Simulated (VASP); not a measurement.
# BN (Cmcm) in VASP: single point with r2SCANh

Aim: the single point of BN with r2SCANh.

Everything below comes from runs of VASP 6.6.1. Logs are shortened: lines on timing, memory, paths and dates and some standing lists are left out, and cuts for length are marked.

## 1. The cell of the first run

The typed cell holds 4 atoms: a = 2.488 Å, b = 2.488 Å, c = 6.495 Å, α = 90.00°, β = 90.00°, γ = 120.00°.

## 2. Single point, r2SCANh

The input, POSCAR:

```
BN
1.0
    2.4883437615      0.0000000000      0.0000000000
   -1.2441718807      2.1549689108      0.0000000000
    0.0000000000      0.0000000000      6.4954828762
B N
2 2
Direct
    0.3335905391      0.6664094605      0.2500000001
    0.6664094604      0.3335905391      0.7500000004
    0.3342207758      0.6657792238      0.7500000004
    0.6657792237      0.3342207758      0.2500000001
```

The input, INCAR.step1:

```
SYSTEM = BN
PREC = Accurate ; ENCUT = 580
EDIFF = 1E-5 ; ISMEAR = -1
SIGMA = 0.01 ; LREAL = .False.
LASPH = .True. ; NELM = 120
ALGO = Normal ; ISIF = 2
LWAVE = .True. ; LCHARG = .False.
NBANDS = 16 ; GGA = PE
GGA_COMPAT = .False. ; KPAR = 4
```

The input, INCAR.step2:

```
SYSTEM = BN
PREC = Accurate ; ENCUT = 580
EDIFF = 1E-6 ; ISMEAR = -1
SIGMA = 0.01 ; LREAL = .False.
LASPH = .True. ; NELM = 120
ALGO = Normal ; ISIF = 2
LWAVE = .False. ; LCHARG = .False.
METAGGA = R2SCAN ; LHFCALC = .True.
AEXX = 0.1 ; LMIXTAU = .True.
PRECFOCK = Normal ; NBANDS = 16
ISTART = 1 ; GGA_COMPAT = .False.
KPAR = 4
```

The input, KPOINTS:

```
Automatic mesh
0
Gamma
  8 8 4
  0 0 0
```

Potentials or basis: VASP PAW PBE potentials, release 64 (B, N).

Run with:

```sh
$ cat potpaw_PBE.64/B/POTCAR potpaw_PBE.64/N/POTCAR > POTCAR
$ cp INCAR.step1 INCAR
$ mpirun -np 4 vasp_std > vasp.out
$ cp INCAR.step2 INCAR
$ mpirun -np 4 vasp_std > vasp.out
```

OUTCAR:

```text
SYSTEM = BN
   PREC = Accurate
   ENCUT = 580
   EDIFF = 1E-6
   ISMEAR = -1
   LREAL = .False.
   LASPH = .True.
   NELM = 120
   ISIF = 2
   METAGGA = R2SCAN
   LHFCALC = .True.
   AEXX = 0.1
   PRECFOCK = Normal
   ISTART = 1

 ion  position               nearest neighbor table
   1  0.334  0.666  0.250-   4 1.43   4 1.44   4 1.44
   2  0.666  0.334  0.750-   3 1.43   3 1.44   3 1.44
   3  0.334  0.666  0.750-   2 1.43   2 1.44   2 1.44
   4  0.666  0.334  0.250-   1 1.43   1 1.44   1 1.44

  LATTYP: Found a hexagonal cell.
 ALAT       =     2.4883437615
 C/A-ratio  =     2.6103639604

  Lattice vectors:

 A1 = (   2.4883437615,   0.0000000000,   0.0000000000)
 A2 = (  -1.2441718807,   2.1549689108,   0.0000000000)
 A3 = (   0.0000000000,   0.0000000000,   6.4954828762)

Analysis of symmetry for initial positions (statically):
=====================================================================
 Subroutine PRICEL returns:
 Original cell was already a primitive cell.

 Routine SETGRP: Setting up the symmetry group for a
 hexagonal supercell.

 Subroutine GETGRP returns: Found  8 space group operations
 (whereof  4 operations were pure point group operations)
 out of a pool of 24 trial point group operations.

The static configuration has the point symmetry C_2h.
 The point group associated with its full space group is D_2h.

Analysis of symmetry for dynamics (positions and initial velocities):
=====================================================================
 Subroutine PRICEL returns:
 Original cell was already a primitive cell.

 Routine SETGRP: Setting up the symmetry group for a
 hexagonal supercell.

 Subroutine GETGRP returns: Found  8 space group operations
 (whereof  4 operations were pure point group operations)
 out of a pool of 24 trial point group operations.

The dynamic configuration has the point symmetry C_2h.
 The point group associated with its full space group is D_2h.

 Subroutine INISYM returns: Found  8 space group operations
 (whereof  4 operations are pure point group operations),
 and found     1 'primitive' translations

----------------------------------------------------------------------------------------

                                     Primitive cell

  volume of cell :      34.8308

  direct lattice vectors                    reciprocal lattice vectors
     2.488343761  0.000000000  0.000000000     0.401873734  0.232021909  0.000000000
    -1.244171881  2.154968911  0.000000000     0.000000000  0.464043818  0.000000000
     0.000000000  0.000000000  6.495482876     0.000000000  0.000000000  0.153953142

  length of vectors
     2.488343761  2.488343761  6.495482876     0.464043818  0.464043818  0.153953142

  position of ions in fractional coordinates (direct lattice)
     0.333590539  0.666409460  0.250000000
     0.666409460  0.333590539  0.750000000
     0.334220776  0.665779224  0.750000000
     0.665779224  0.334220776  0.250000000

  ion indices of the primitive-cell ions
   primitive index   ion index
                 1           1
                 2           2
                 3           3
                 4           4

----------------------------------------------------------------------------------------

 KPOINTS: Automatic mesh

Automatic generation of k-mesh.
 Grid dimensions read from file:
 generate k-points for:    8    8    4

 Generating k-lattice:

  Cartesian coordinates                     Fractional coordinates (reciprocal lattice)
     0.050234217  0.029002739  0.000000000     0.125000000 -0.000000000  0.000000000
     0.000000000  0.058005477  0.000000000     0.000000000  0.125000000  0.000000000
     0.000000000  0.000000000  0.038488286     0.000000000  0.000000000  0.250000000

  Length of vectors
     0.058005477  0.058005477  0.038488286

  Shift w.r.t. Gamma in fractional coordinates (k-lattice)
     0.000000000  0.000000000  0.000000000

 Subroutine IBZKPT returns following result:
 ===========================================

 Found     63 irreducible k-points:

 Following reciprocal coordinates:
            Coordinates               Weight
  0.000000  0.000000  0.000000      1.000000
  0.125000 -0.000000  0.000000      4.000000
 -0.125000  0.125000  0.000000      2.000000
  0.250000 -0.000000  0.000000      4.000000
 -0.250000  0.250000  0.000000      2.000000
  0.375000 -0.000000  0.000000      4.000000
[... 16 lines left out ...]
  0.125000 -0.000000  0.250000      8.000000
 -0.125000  0.125000  0.250000      4.000000
 [... further k-points ...]
   k-points           NKPTS =     63   k-points in BZ     NKDIM =    256   number of bands    NBANDS=     16
   number of dos      NEDOS =    301   number of ions     NIONS =      4
   total plane-waves  NPLWV =  21600
   dimension x,y,z NGX =    20 NGY =   20 NGZ =   54
   dimension x,y,z NGXF=    40 NGYF=   40 NGZF=  108
   ions per type =               2   2
   NGX,Y,Z   is equivalent  to a cutoff of  13.36, 13.36, 13.82 a.u.
   NGXF,Y,Z  is equivalent  to a cutoff of  26.72, 26.72, 27.64 a.u.
 SYSTEM =  BN
   PREC   = accura    normal or accurate (medium, high low for compatibility)
   ISTART =      1    job   : 0-new  1-cont  2-samecut
   ICHARG =      0    charge: 1-file 2-atom 10-const
   ISPIN  =      1    spin polarized calculation?
   LNONCOLLINEAR =      F non collinear calculations
   LSORBIT =      F    spin-orbit coupling
   LASPH  =      T    aspherical Exc in radial PAW
   ENCUT  =  580.0 eV  42.63 Ry    6.53 a.u.   4.89  4.89 12.76*2*pi/ulx,y,z
   NELM   =    120;   NELMIN=  2; NELMDL=  0     # of ELM steps
   EDIFF  = 0.1E-05   stopping-criterion for ELM
   LREAL  =      F    real-space projection
   EDIFFG = 0.1E-04   stopping-criterion for IOM
   NSW    =      0    number of steps for IOM
   IBRION =     -1    ionic relax: 0-MD 1-quasi-New 2-CG
   NFREE  =      0    steps in history (QN), initial steepest desc. (CG)
   ISIF   =      2    stress and relaxation
   ISYM   =      3    0-nonsym 1-usesym 2-fastsym
   POTIM  = 0.5000    time-step for ionic-motion
   TEBEG  =    0.0;   TEEND  =   0.0 temperature during run
   PSTRESS=    0.0 pullay stress
   NELECT =      16.0000    total number of electrons
   NUPDOWN=      -1.0000    fix difference up-down
   EMIN   =  10.00;   EMAX   =-10.00  energy-range for DOS
   EFERMI =   0.00;   METHOD = LEGACY
   ISMEAR =    -1;   SIGMA  =   0.01  broadening in eV -4-tet -1-fermi 0-gaus
   EFERMI_NEDOS =   21; number of points for ismear=-14 and -15
   IALGO  =     38    algorithm
   IMIX   =      1    mixing-type and parameters
     AMIX     =   0.40;   BMIX     =  1.00
     AMIX_MAG =   1.60;   BMIX_MAG =  1.00
  volume/ion in A,a.u.               =       8.71        58.76
  Fermi-wavevector in a.u.,A,eV,Ry     =   1.263166  2.387038 21.709310  1.595589
  Thomas-Fermi vector in A             =   2.396537
   LORBIT       =      0    0 simple, 1 ext, 2 COOP (PROOUT), +10 PAW based schemes
   METAGGA = R2SCAN    functional components
   LHFCALC =     T    Hartree Fock is set to
   PRECFOCK=normal    Normal, Fast or Accurate (Low or Medium for compatibility)
   ENCUT4O =  -1.0   cutoff for four orbital integrals eV
   NKREDX  =     1    reduce k-point grid by
   NKREDY  =     1    reduce k-point grid by
   NKREDZ  =     1    reduce k-point grid by
   AEXX    =    0.1000 exact exchange contribution
   HFSCREEN=    0.0000 screening length (either q_TF or 0.3 A-1)
   HFSCREENC=   0.0000 screening length for correlation (either q_TF or 0.3 A-1)
   ENCUTFOCK=  -1.0 apply spherical cutoff to Coloumb kernel
   IVDW    =     0    specifies the selected vdW correction
   LEPSILON=     F    determine dielectric tensor
   LRPA    =     F    only Hartree local field effects (RPA)
 non-spin polarized calculation
  energy-cutoff  :      580.00
  volume of cell :       34.83
 maximum number of plane-waves:      1125
  NGX = 16; NGY = 16; NGZ = 40

 number of electron      15.9999998 magnetization

 Free energy of the ion-electron system (eV)
  ---------------------------------------------------
  ext. energy  EPLUGINS =         0.00000000
  ---------------------------------------------------
  free energy    TOTEN  =       -41.22269565 eV

  energy without entropy =      -41.22269565  energy(sigma->0) =      -41.22269565

 E-fermi :   2.0574     XC(G=0):  -9.9646

 val. band max:        1.8575945592   @ k =   0.3750   0.2500   0.0000
 cond. band min:       7.4316497715   @ k =   0.5000   0.5000   0.0000
 fundamental gap:      5.5740552122
 Fermi energy:         2.0573520824

 k-point     1 :       0.0000    0.0000    0.0000
  band No.  band energies     occupation
      1     -17.6892      2.00000
      2     -17.3378      2.00000
      3      -4.9705      2.00000
      4      -2.4707      2.00000
      5       0.3462      2.00000
      6       0.3952      2.00000
[... 8 lines left out ...]
     15      16.2751      0.00000
     16      17.4316      0.00000

 k-point     2 :       0.1250   -0.0000    0.0000
  band No.  band energies     occupation
      1     -17.3583      2.00000
      2     -17.0189      2.00000
      3      -4.5127      2.00000
      4      -2.0624      2.00000
      5      -0.8680      2.00000
      6      -0.8181      2.00000
[... 8 lines left out ...]
     15      16.7803      0.00000
     16      17.2981      0.00000

 k-point     3 :      -0.1250    0.1250    0.0000
  band No.  band energies     occupation
      1     -17.3590      2.00000
      2     -17.0197      2.00000
      3      -4.5118      2.00000
      4      -2.0611      2.00000
      5      -0.9381      2.00000
      6      -0.8893      2.00000
[... 8 lines left out ...]
     15      16.6694      0.00000
     16      17.3358      0.00000
[... 362 lines left out ...]
 k-point    23 :       0.1250   -0.0000    0.2500
  band No.  band energies     occupation
      1     -17.3113      2.00000
      2     -17.0715      2.00000
      3      -4.2160      2.00000
      4      -2.5118      2.00000
      5      -0.8571      2.00000
      6      -0.8170      2.00000
[... 8 lines left out ...]
     15      16.7559      0.00000
     16      17.0291      0.00000

 k-point    24 :      -0.1250    0.1250    0.2500
  band No.  band energies     occupation
      1     -17.3120      2.00000
      2     -17.0723      2.00000
      3      -4.2151      2.00000
      4      -2.5109      2.00000
      5      -0.9274      2.00000
      6      -0.8877      2.00000
[... 8 lines left out ...]
     15      16.6464      0.00000
     16      17.0536      0.00000

 [... further k-points ...]

------------------------ aborting loop because EDIFF is reached ----------------------------------------

  FORCE on cell =-STRESS in cart. coord.  units (eV):
  Direction    XX          YY          ZZ          XY          YZ          ZX
  --------------------------------------------------------------------------------------
  -------------------------------------------------------------------------------------
  Total        1.0684615      0.9364720      0.3475911     -0.1143062      0.0000000      0.0000000
  in kB       49.1480874     43.0767146     15.9888198     -5.2579631      0.0000000      0.0000000
  external PRESSURE =      36.0712072 kB  Pullay stress =       0.0000000 kB

 VOLUME and BASIS-vectors are now :
 -----------------------------------------------------------------------------
  energy-cutoff  :      580.00
  volume of cell :       34.83
      direct lattice vectors                 reciprocal lattice vectors
     2.488343761  0.000000000  0.000000000     0.401873734  0.232021909  0.000000000
    -1.244171881  2.154968911  0.000000000     0.000000000  0.464043818  0.000000000
     0.000000000  0.000000000  6.495482876     0.000000000  0.000000000  0.153953142

 POSITION                                       TOTAL-FORCE (eV/Angst)
 -----------------------------------------------------------------------------------
      0.00096      1.43609      1.62387        -0.188753      0.108977      0.000000
      1.24321      0.71888      4.87161         0.188753     -0.108977     -0.000000
      0.00331      1.43473      4.87161        -0.189498      0.109407      0.000000
      1.24086      0.72024      1.62387         0.189498     -0.109407     -0.000000
 -----------------------------------------------------------------------------------
    total drift:                                0.000000      0.000000     -0.000003

  FREE ENERGIE OF THE ION-ELECTRON SYSTEM (eV)
  ---------------------------------------------------
  free  energy   TOTEN  =       -41.2226956547 eV

  energy  without entropy=      -41.2226956547  energy(sigma->0) =      -41.22269565
```

Wall time 19 min (4 MPI ranks of Intel Xeon Platinum 8559C (Emerald Rapids), shared host); peak memory 0.2 GiB.

What came out:

```yaml
Free_energy: -41.2227 eV
Pressure: 3.6 GPa
Largest_force: 0.219 eV/Å
Band_gap_on_the_k_mesh: 5.57 eV (least direct gap 6.01 eV)
```

Forces in eV/Å, atoms in the order of the input:
```
B   -0.189  0.109  0.000
B    0.189 -0.109  0.000
N   -0.189  0.109  0.000
N    0.189 -0.109  0.000
```

Stress tensor (GPa, compression positive):
```
 4.91 -0.53  0.00
-0.53  4.31  0.00
 0.00  0.00  1.60
```

Caveat: the cell stands under pressure; the PAW data sets were made with another functional, which shifts forces and pressure a little. A k mesh can miss the band edges.
